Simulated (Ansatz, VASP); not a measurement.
Two plane-wave programs on AlNi3

The input INCAR:

```
SYSTEM = AlNi3
PREC = Accurate
ENCUT = 520
EDIFF = 1E-7
ISMEAR = 0
SIGMA = 0.15
LREAL = .False.
LASPH = .True.
NELM = 60
ALGO = Fast
ISIF = 2
LWAVE = .False.
LCHARG = .False.
GGA = PS
NBANDS = 24
```

The input KPOINTS:

```
regular mesh
0
Gamma
  14 14 14
  0 0 0
```

File POSCAR:

```
AlNi3
1.0
   -0.1362903746      2.7758971167      2.7758971167
    2.7758971167     -0.1362903746      2.7758971167
    2.7758971167      2.7758971167     -0.1362903746
Al Ni
1 3
Direct
    0.5000000000      0.5000000000      0.5000000000
    0.2500000000      0.2500000000      0.2500000000
    0.0000000000      0.0000000000      0.0000000000
    0.7500000000      0.7500000000      0.7500000000
```

Input for Ansatz:

```yaml
crystal:
  lattice:
    - [-0.1362903746, 2.7758971167, 2.7758971167]
    - [2.7758971167, -0.1362903746, 2.7758971167]
    - [2.7758971167, 2.7758971167, -0.1362903746]
  atoms:
    - { symbol: Al, position: [0.5, 0.5, 0.5] }
    - { symbol: Ni, position: [0.25, 0.25, 0.25] }
    - { symbol: Ni, position: [0.0, 0.0, 0.0] }
    - { symbol: Ni, position: [0.75, 0.75, 0.75] }
basis:
  ecutwfc: 520.0
kpoints:
  mp_grid: { grid: [14, 14, 14] }
hamiltonian:
  xc: pbesol
  pseudopotentials: { kind: paw, azcp: { folder: soft_1 } }
scf:
  occupations: { method: gaussian, width: 0.15 }
output:
  forces: true
  stress: true
  eigenvalues: true
```

Alike in both runs: task single point; functional PBEsol; k mesh 14 × 14 × 14; occupations gaussian, width 0.15 eV; no spin polarisation.

```csv
,VASP,Ansatz
version,VASP 6.6.1,Ansatz 0.2.0
potentials or method,"VASP PAW PBE potentials, release 64 (Al, Ni), cutoff 520 eV","scalar-relativistic, plane waves, PAW"
valence electrons in the cell,33,57
```

|  | VASP | Ansatz | Ansatz less VASP |
| --- | --- | --- | --- |
| gap on the k mesh at the Fermi level (eV) | none | none | - |
| pressure (GPa) | -7.0 | -7.2 | -0.15 |
| traceless stress, the component that is largest in VASP (GPa) | 7.23 | 7.29 | +0.054 |
| rms of the force components (eV/Å) | 0.036 | 0.039 | +0.0035 |

VASP's potentials were made for PBE, not for PBEsol, and Ansatz warns of the same on its side. Atom by atom the forces differ by 0.003 eV/Å (rms over components). A gap of «none» marks a metal or a gap that the smearing closes. VASP's potentials hold 33 valence electrons a cell and Ansatz's 57, so a difference there can come from the potentials and not from the codes.
